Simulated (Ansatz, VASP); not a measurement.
## Hg: VASP beside Ansatz

```
Hg
1.0
     2.85416    0.00000    0.00000
     0.00000    2.85416    0.00000
     0.00000    0.00000    2.85416
Hg
1
Direct
  0.00000 0.00000 0.00000
```

Change from the starting cell: volume scaled by 0.78, LAPW.

Alike in both runs: task single point; functional PBE; k mesh 12 × 12 × 12; occupations fermi-dirac, width 0.08 eV; no spin polarisation.

|  | VASP | Ansatz |
| --- | --- | --- |
| version | VASP 6.6.1 | Ansatz 0.2.0 |
| potentials or method | VASP PAW PBE potentials, release 64 (Hg), cutoff 520 eV | all-electron LAPW, scalar-relativistic |

Ansatz gave:

| Property | Result |
| --- | --- |
| pressure (GPa) | 10.8 |

**Question.** Estimate VASP's values.

**Answer.** Pressure (GPa): 11.5.

Ansatz ran all-electron here, and VASP with PAW potentials.

Spin-orbit coupling is off throughout.
